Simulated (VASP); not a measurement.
# ZnO (P6_3mc) in VASP: a series of runs

Runs on ZnO. Level: PBE. Tasks: electric field gradients.

Everything below comes from runs of VASP 6.6.1. Logs are shortened: lines on timing, memory, paths and dates and some standing lists are left out, and cuts for length are marked.

### 1 The cell of the first run

It takes space group P6_3mc (No. 186, hexagonal). The conventional cell has a = 3.228 Å, b = 3.228 Å, c = 5.169 Å, α = 90.00°, β = 90.00°, γ = 120.00°. Within 2.6 Å of Zn (site symmetry 3m) lie 4 O at 1.96 to 1.98 Å. Within 2.6 Å of O (site symmetry 3m) lie 4 Zn at 1.96 to 1.98 Å.

### 2 Electric field gradients, PBE (11.66 Å³/atom)

INCAR reads:

```
SYSTEM = ZnO
ALGO = Normal ; EDIFF = 1E-8
ENCUT = 520 ; GGA = PE
ISIF = 2 ; ISMEAR = -1
LASPH = .TRUE. ; LCHARG = .FALSE.
LEFG = .TRUE. ; LREAL = .FALSE.
LWAVE = .FALSE. ; NBANDS = 26
NELM = 60 ; PREC = Accurate
SIGMA = 0.02
```

KPOINTS reads:

```
k-points
0
G
  11 11 6
  0 0 0
```

POSCAR reads:

```
ZnO
1.0
    3.2275900217      0.0000000000      0.0000000000
   -1.6137950108      2.7951749517      0.0000000000
    0.0000000000      0.0000000000      5.1688741155
Zn O
2 2
Direct
    0.3333333333      0.6666666667      0.0000000000
    0.6666666667      0.3333333333      0.5000000000
    0.3333333333      0.6666666667      0.3821000000
    0.6666666667      0.3333333333      0.8821000000
```

Potentials or basis: VASP PAW PBE potentials, release 64 (Zn, O).

Started as:

```console
> cat potpaw_PBE.64/Zn/POTCAR potpaw_PBE.64/O/POTCAR > POTCAR
> mpirun -np 1 vasp_std > vasp.out
```

OUTCAR:

```text
SYSTEM = ZnO
   EDIFF = 1E-8
   ENCUT = 520
   GGA = PE
   ISIF = 2
   ISMEAR = -1
   LASPH = .TRUE.
   LREAL = .FALSE.
   NELM = 60
   PREC = Accurate

 ion  position               nearest neighbor table
   1  0.333  0.667  0.000-   4 1.96   4 1.96   4 1.96   3 1.98
   2  0.667  0.333  0.500-   3 1.96   3 1.96   3 1.96   4 1.98
   3  0.333  0.667  0.382-   2 1.96   2 1.96   2 1.96   1 1.98
   4  0.667  0.333  0.882-   1 1.96   1 1.96   1 1.96   2 1.98

  LATTYP: Found a hexagonal cell.
 ALAT       =     3.2275900217
 C/A-ratio  =     1.6014655147

  Lattice vectors:

 A1 = (   3.2275900217,   0.0000000000,   0.0000000000)
 A2 = (  -1.6137950108,   2.7951749517,   0.0000000000)
 A3 = (   0.0000000000,   0.0000000000,   5.1688741155)

Analysis of symmetry for initial positions (statically):
=====================================================================
 Subroutine PRICEL returns:
 Original cell was already a primitive cell.

 Routine SETGRP: Setting up the symmetry group for a
 hexagonal supercell.

 Subroutine GETGRP returns: Found 12 space group operations
 (whereof  6 operations were pure point group operations)
 out of a pool of 24 trial point group operations.

The static configuration has the point symmetry C_3v.
 The point group associated with its full space group is C_6v.

Analysis of symmetry for dynamics (positions and initial velocities):
=====================================================================
 Subroutine PRICEL returns:
 Original cell was already a primitive cell.

 Routine SETGRP: Setting up the symmetry group for a
 hexagonal supercell.

 Subroutine GETGRP returns: Found 12 space group operations
 (whereof  6 operations were pure point group operations)
 out of a pool of 24 trial point group operations.

The dynamic configuration has the point symmetry C_3v.
 The point group associated with its full space group is C_6v.

 Subroutine INISYM returns: Found 12 space group operations
 (whereof  6 operations are pure point group operations),
 and found     1 'primitive' translations

----------------------------------------------------------------------------------------

                                     Primitive cell

  volume of cell :      46.6319

  direct lattice vectors                    reciprocal lattice vectors
     3.227590022  0.000000000  0.000000000     0.309828694  0.178879680  0.000000000
    -1.613795011  2.795174952  0.000000000     0.000000000  0.357759359  0.000000000
     0.000000000  0.000000000  5.168874116     0.000000000  0.000000000  0.193465729

  length of vectors
     3.227590022  3.227590022  5.168874116     0.357759359  0.357759359  0.193465729

  position of ions in fractional coordinates (direct lattice)
     0.333333333  0.666666667  0.000000000
     0.666666667  0.333333333  0.500000000
     0.333333333  0.666666667  0.382100000
     0.666666667  0.333333333  0.882100000

  ion indices of the primitive-cell ions
   primitive index   ion index
                 1           1
                 2           2
                 3           3
                 4           4

----------------------------------------------------------------------------------------

 KPOINTS: k-points

Automatic generation of k-mesh.
 Grid dimensions read from file:
 generate k-points for:   11   11    6

 Generating k-lattice:

  Cartesian coordinates                     Fractional coordinates (reciprocal lattice)
     0.028166245  0.016261789  0.000000000     0.090909091 -0.000000000  0.000000000
     0.000000000  0.032523578  0.000000000     0.000000000  0.090909091  0.000000000
     0.000000000  0.000000000  0.032244288     0.000000000  0.000000000  0.166666667

  Length of vectors
     0.032523578  0.032523578  0.032244288

  Shift w.r.t. Gamma in fractional coordinates (k-lattice)
     0.000000000  0.000000000  0.000000000

 Subroutine IBZKPT returns following result:
 ===========================================

 Found     64 irreducible k-points:

 Following reciprocal coordinates:
            Coordinates               Weight
  0.000000  0.000000  0.000000      1.000000
  0.090909 -0.000000  0.000000      6.000000
  0.181818  0.000000  0.000000      6.000000
  0.272727  0.000000  0.000000      6.000000
  0.363636  0.000000  0.000000      6.000000
  0.454545  0.000000  0.000000      6.000000
[... 16 lines left out ...]
  0.090909  0.090909  0.166667     12.000000
  0.181818  0.090909  0.166667     24.000000
 [... further k-points ...]
   k-points           NKPTS =     64   k-points in BZ     NKDIM =     64   number of bands    NBANDS=     26
   number of dos      NEDOS =    301   number of ions     NIONS =      4
   total plane-waves  NPLWV =  23040
   dimension x,y,z NGX =    24 NGY =   24 NGZ =   40
   dimension x,y,z NGXF=    48 NGYF=   48 NGZF=   80
   ions per type =               2   2
   NGX,Y,Z   is equivalent  to a cutoff of  12.36, 12.36, 12.87 a.u.
   NGXF,Y,Z  is equivalent  to a cutoff of  24.72, 24.72, 25.73 a.u.
 SYSTEM =  ZnO
   PREC   = accura    normal or accurate (medium, high low for compatibility)
   ISTART =      0    job   : 0-new  1-cont  2-samecut
   ICHARG =      2    charge: 1-file 2-atom 10-const
   ISPIN  =      1    spin polarized calculation?
   LNONCOLLINEAR =      F non collinear calculations
   LSORBIT =      F    spin-orbit coupling
   LASPH  =      T    aspherical Exc in radial PAW
   ENCUT  =  520.0 eV  38.22 Ry    6.18 a.u.   6.00  6.00  9.61*2*pi/ulx,y,z
   NELM   =     60;   NELMIN=  2; NELMDL= -5     # of ELM steps
   EDIFF  = 0.1E-07   stopping-criterion for ELM
   LREAL  =      F    real-space projection
   EDIFFG = 0.1E-06   stopping-criterion for IOM
   NSW    =      0    number of steps for IOM
   IBRION =     -1    ionic relax: 0-MD 1-quasi-New 2-CG
   NFREE  =      0    steps in history (QN), initial steepest desc. (CG)
   ISIF   =      2    stress and relaxation
   ISYM   =      2    0-nonsym 1-usesym 2-fastsym
   POTIM  = 0.5000    time-step for ionic-motion
   TEBEG  =    0.0;   TEEND  =   0.0 temperature during run
   PSTRESS=    0.0 pullay stress
   NELECT =      36.0000    total number of electrons
   NUPDOWN=      -1.0000    fix difference up-down
   EMIN   =  10.00;   EMAX   =-10.00  energy-range for DOS
   EFERMI =   0.00;   METHOD = LEGACY
   ISMEAR =    -1;   SIGMA  =   0.02  broadening in eV -4-tet -1-fermi 0-gaus
   EFERMI_NEDOS =   21; number of points for ismear=-14 and -15
   IALGO  =     38    algorithm
   IMIX   =      4    mixing-type and parameters
     AMIX     =   0.40;   BMIX     =  1.00
     AMIX_MAG =   1.60;   BMIX_MAG =  1.00
  volume/ion in A,a.u.               =      11.66        78.67
  Fermi-wavevector in a.u.,A,eV,Ry     =   1.501809  2.838007 30.686972  2.255429
  Thomas-Fermi vector in A             =   2.613131
   LORBIT       =      0    0 simple, 1 ext, 2 COOP (PROOUT), +10 PAW based schemes
   GGA     = PE    functional components
   LHFCALC =     F    Hartree Fock is set to
   AEXX    =    0.0000 exact exchange contribution
   IVDW    =     0    specifies the selected vdW correction
   LEPSILON=     F    determine dielectric tensor
   LRPA    =     F    only Hartree local field effects (RPA)
 non-spin polarized calculation
  energy-cutoff  :      520.00
  volume of cell :       46.63
 maximum number of plane-waves:      1282
   NGX = 13   NGY = 13   NGZ = 19

 number of electron      36.0000012 magnetization

 Free energy of the ion-electron system (eV)
  ---------------------------------------------------
  ext. energy  EPLUGINS =         0.00000000
  ---------------------------------------------------
  free energy    TOTEN  =       -17.77622168 eV

  energy without entropy =      -17.77622168  energy(sigma->0) =      -17.77622168

 E-fermi :   1.8647     XC(G=0): -11.0214

 val. band max:        1.3950701343   @ k =   0.0000   0.0000   0.0000
 cond. band min:       2.2139488831   @ k =   0.0000   0.0000   0.0000
 fundamental gap:      0.8188787488
 Fermi energy:         1.8646973608

 k-point     1 :       0.0000    0.0000    0.0000
  band No.  band energies     occupation
      1     -16.8670      2.00000
      2     -16.1058      2.00000
      3      -4.4153      2.00000
      4      -4.4153      2.00000
      5      -4.3778      2.00000
      6      -4.3236      2.00000
[... 18 lines left out ...]
     25      15.6413      0.00000
     26      15.6413      0.00000
[... 644 lines left out ...]
      4      -4.4576      2.00000
      5      -4.2489      2.00000
      6      -4.1766      2.00000
[... 18 lines left out ...]
     25      14.5503      0.00000
     26      16.0807      0.00000

 [... further k-points ...]
[... 5 lines left out ...]
  --------------------------------------------------------------------------------------
  -------------------------------------------------------------------------------------
  Total        2.6843602      2.6843602      2.7303314      0.0000000     -0.0000000      0.0000000
  in kB       92.2291179     92.2291179     93.8085952      0.0000000     -0.0000000      0.0000000
  external PRESSURE =      92.7556104 kB  Pullay stress =       0.0000000 kB

 VOLUME and BASIS-vectors are now :
 -----------------------------------------------------------------------------
  energy-cutoff  :      520.00
  volume of cell :       46.63
      direct lattice vectors                 reciprocal lattice vectors
     3.227590022  0.000000000  0.000000000     0.309828694  0.178879680  0.000000000
    -1.613795011  2.795174952  0.000000000     0.000000000  0.357759359  0.000000000
     0.000000000  0.000000000  5.168874116     0.000000000  0.000000000  0.193465729

 POSITION                                       TOTAL-FORCE (eV/Angst)
 -----------------------------------------------------------------------------------
     -0.00000      1.86345      0.00000         0.000000      0.000000      0.033263
      1.61380      0.93172      2.58444         0.000000      0.000000      0.033263
     -0.00000      1.86345      1.97503        -0.000000      0.000000     -0.033263
      1.61380      0.93172      4.55946         0.000000      0.000000     -0.033263
 -----------------------------------------------------------------------------------
    total drift:                                0.000000      0.000001      0.000170

  FREE ENERGIE OF THE ION-ELECTRON SYSTEM (eV)
  ---------------------------------------------------
  free  energy   TOTEN  =       -17.7762216828 eV

  energy  without entropy=      -17.7762216828  energy(sigma->0) =      -17.77622168

 Electric field gradients (V/A^2)
---------------------------------------------------------------------
 ion       V_xx      V_yy      V_zz      V_xy      V_xz      V_yz
---------------------------------------------------------------------
   1      -3.910    -3.913     7.822    -0.003     0.000    -0.000
   2      -3.910    -3.913     7.822    -0.003    -0.000     0.000
   3       1.661     1.657    -3.319    -0.003     0.000    -0.000
   4       1.661     1.657    -3.319    -0.003    -0.000     0.000
---------------------------------------------------------------------

 Electric field gradients after diagonalization (V/A^2)
 (convention: |V_zz| > |V_xx| > |V_yy|)
----------------------------------------------------------------------
 ion       V_xx      V_yy      V_zz     asymmetry (V_yy - V_xx)/ V_zz
----------------------------------------------------------------------
   1      -3.914    -3.908     7.822       0.001
   2      -3.914    -3.908     7.822       0.001
   3       1.663     1.656    -3.319       0.002
   4       1.663     1.656    -3.319       0.002
----------------------------------------------------------------------

           NMR quadrupolar parameters

 Cq : quadrupolar parameter    Cq=e*Q*V_zz/h
 eta: asymmetry parameters     (V_yy - V_xx)/ V_zz
 Q  : nuclear electric quadrupole moment in mb (millibarn)
----------------------------------------------------------------------
 ion       Cq(MHz)       eta       Q (mb)
----------------------------------------------------------------------
   1       0.019       0.001       1.000
   2       0.019       0.001       1.000
   3      -0.008       0.002       1.000
   4      -0.008       0.002       1.000
----------------------------------------------------------------------
```

Wall time 3 min (1 thread of AMD EPYC 7R13, shared host); peak memory 0.17 GiB.

What came out:

```yaml
Free_energy: -17.7762 eV
Pressure: 9.3 GPa
Largest_force: 0.033 eV/Å
Band_gap_on_the_k_mesh: 0.82 eV
Largest_electric_field_gradient_by_atom: Zn +7.8; O -3.3 V/Å²
```

Forces in eV/Å, atoms in the order of the input:
```
Zn   0.000  0.000  0.033
Zn   0.000  0.000  0.033
O    0.000  0.000 -0.033
O    0.000  0.000 -0.033
```

Electric field gradients, principal values (V/Å²):
```csv
atom,least,middle,greatest (by size)
1 Zn,-3.908,-3.914,7.822
2 Zn,-3.908,-3.914,7.822
3 O,1.656,1.663,-3.319
4 O,1.656,1.663,-3.319
```

Caveat: the cell stands under pressure; without QUAD_EFG the Cq values of the log hold for a quadrupole moment of 1 mb, not for the nuclei.

### 3 Electric field gradients, PBE (12.01 Å³/atom)

This run uses another cell than the first one, of 12.01 Å³/atom.

INCAR reads:

```
PREC     = Accurate       # precision mode
ENCUT    = 520            # plane-wave cutoff, eV
EDIFF    = 1E-8           # SCF threshold, eV
ISMEAR   = -1             # smearing method
SIGMA    = 0.02           # smearing width, eV
LREAL    = F              # projectors in reciprocal space
LASPH    = T              # aspherical terms in the spheres
NELM     = 100            # most SCF steps
ALGO     = Normal         # electronic algorithm
ISIF     = 2              # what is computed and relaxed
LWAVE    = F              # write WAVECAR
LCHARG   = F              # write CHGCAR
GGA      = PE             # functional
LEFG     = T            
NBANDS   = 26             # bands
```

KPOINTS reads:

```
Automatic mesh
0
Gamma
  11 11 6
```

POSCAR reads:

```
ZnO
1.0
    3.2601941478      0.0000000000      0.0000000000
   -1.6300970738      2.8234109532      0.0000000000
    0.0000000000      0.0000000000      5.2210884991
Zn O
2 2
Direct
    0.3333333333      0.6666666667      0.0000000000
    0.6666666667      0.3333333333      0.5000000000
    0.3333333333      0.6666666667      0.3821000000
    0.6666666667      0.3333333333      0.8821000000
```

Potentials or basis: VASP PAW PBE potentials, release 64 (Zn, O).

Started as:

```console
> cat potpaw_PBE.64/Zn/POTCAR potpaw_PBE.64/O/POTCAR > POTCAR
> mpirun -np 1 vasp_std > vasp.out
```

OUTCAR:

```text
PREC = Accurate
   ENCUT = 520
   EDIFF = 1E-8
   ISMEAR = -1
   LREAL = F
   LASPH = T
   NELM = 100
   ISIF = 2
   GGA = PE

 ion  position               nearest neighbor table
   1  0.333  0.667  0.000-   4 1.98   4 1.98   4 1.98   3 1.99
   2  0.667  0.333  0.500-   3 1.98   3 1.98   3 1.98   4 1.99
   3  0.333  0.667  0.382-   2 1.98   2 1.98   2 1.98   1 1.99
   4  0.667  0.333  0.882-   1 1.98   1 1.98   1 1.98   2 1.99

  LATTYP: Found a hexagonal cell.
 ALAT       =     3.2601941478
 C/A-ratio  =     1.6014655148

[... 925 lines left out ...]
---------------------------------------------------------------------
 ion       V_xx      V_yy      V_zz      V_xy      V_xz      V_yz
---------------------------------------------------------------------
   1      -3.745    -3.745     7.489    -0.000     0.000    -0.000
   2      -3.745    -3.745     7.489    -0.000    -0.000     0.000
   3       1.684     1.679    -3.363    -0.004     0.000    -0.000
   4       1.684     1.679    -3.363    -0.004    -0.000     0.000
---------------------------------------------------------------------

 Electric field gradients after diagonalization (V/A^2)
 (convention: |V_zz| > |V_xx| > |V_yy|)
----------------------------------------------------------------------
 ion       V_xx      V_yy      V_zz     asymmetry (V_yy - V_xx)/ V_zz
----------------------------------------------------------------------
   1      -3.745    -3.744     7.489       0.000
   2      -3.745    -3.744     7.489       0.000
   3       1.686     1.677    -3.363       0.003
   4       1.686     1.677    -3.363       0.003
----------------------------------------------------------------------

           NMR quadrupolar parameters

 Cq : quadrupolar parameter    Cq=e*Q*V_zz/h
 eta: asymmetry parameters     (V_yy - V_xx)/ V_zz
 Q  : nuclear electric quadrupole moment in mb (millibarn)
----------------------------------------------------------------------
 ion       Cq(MHz)       eta       Q (mb)
----------------------------------------------------------------------
   1       0.018       0.000       1.000
   2       0.018       0.000       1.000
   3      -0.008       0.003       1.000
   4      -0.008       0.003       1.000
----------------------------------------------------------------------
```

OSZICAR:

```text
N       E                     dE             d eps       ncg     rms          rms(c)
DAV:   1     0.299799990118E+03    0.29980E+03   -0.18184E+04  3368   0.202E+03
DAV:   2     0.129230555161E+02   -0.28688E+03   -0.26852E+03  3420   0.416E+02
DAV:   3    -0.203623985888E+02   -0.33285E+02   -0.32791E+02  3642   0.142E+02
DAV:   4    -0.210760097332E+02   -0.71361E+00   -0.71169E+00  3718   0.213E+01
DAV:   5    -0.210794876404E+02   -0.34779E-02   -0.34777E-02  3638   0.154E+00    0.145E+01
DAV:   6    -0.176681851758E+02    0.34113E+01   -0.66425E+00  5260   0.618E+01    0.886E+00
DAV:   7    -0.178763584984E+02   -0.20817E+00   -0.29422E+00  3406   0.171E+01    0.531E+00
DAV:   8    -0.178864291857E+02   -0.10071E-01   -0.50411E-01  4878   0.744E+00    0.163E+00
DAV:   9    -0.178356300778E+02    0.50799E-01   -0.10319E-01  4852   0.633E+00    0.298E-01
DAV:  10    -0.178382702837E+02   -0.26402E-02   -0.36839E-02  3378   0.132E+00    0.129E-01
DAV:  11    -0.178383520744E+02   -0.81791E-04   -0.56485E-04  3720   0.294E-01    0.338E-02
DAV:  12    -0.178383858136E+02   -0.33739E-04   -0.11326E-04  3896   0.294E-01    0.180E-02
DAV:  13    -0.178383951766E+02   -0.93630E-05   -0.25576E-05  3716   0.103E-01    0.198E-02
DAV:  14    -0.178383899641E+02    0.52125E-05   -0.14955E-05  3936   0.386E-02    0.206E-03
DAV:  15    -0.178383898725E+02    0.91550E-07   -0.24734E-06  3386   0.145E-02    0.109E-03
DAV:  16    -0.178383898261E+02    0.46442E-07   -0.81199E-08  4020   0.364E-03    0.655E-04
DAV:  17    -0.178383897413E+02    0.84815E-07   -0.31648E-08  3140   0.175E-03    0.217E-04
DAV:  18    -0.178383897402E+02    0.11032E-08   -0.15026E-09  1730   0.286E-04
   1 F= -.17838390E+02 E0= -.17838390E+02  d E =-.154859E-10
```

Run time: 3 min. Hardware: 1 thread of AMD EPYC 7R13, shared host; peak memory 0.17 GiB.

Results:

| Property | Result |
| --- | --- |
| Free energy | -17.8384 eV |
| Pressure | 4.5 GPa |
| Largest force | 0.033 eV/Å |
| Band gap on the k mesh | 0.78 eV |
| Largest electric field gradient by atom | Zn +7.5; O -3.4 V/Å² |

Forces on the atoms (eV/Å):
```
Zn   0.000  0.000  0.033
Zn   0.000  0.000  0.033
O    0.000  0.000 -0.033
O    0.000  0.000 -0.033
```

Levels at points of the mesh, in eV from the valence-band top:
| k point | band 16 | band 17 | band 18 | band 19 | band 20 | band 21 |
| --- | --- | --- | --- | --- | --- | --- |
| (0.00, 0.00, 0.00) | -0.09 | 0.00 | 0.00 | 0.78 | 5.15 | 8.22 |
| (0.00, 0.00, 0.50) | -0.38 | -0.38 | -0.38 | 3.43 | 3.43 | 10.05 |

Electric field gradients, principal values (V/Å²):
```tsv
atom	least	middle	greatest (by size)
1 Zn	-3.744	-3.745	7.489
2 Zn	-3.744	-3.745	7.489
3 O	1.677	1.686	-3.363
4 O	1.677	1.686	-3.363
```

Caveat: the cell stands under pressure; without QUAD_EFG the Cq values of the log hold for a quadrupole moment of 1 mb, not for the nuclei.

(Part 1 of 2 ends here.)
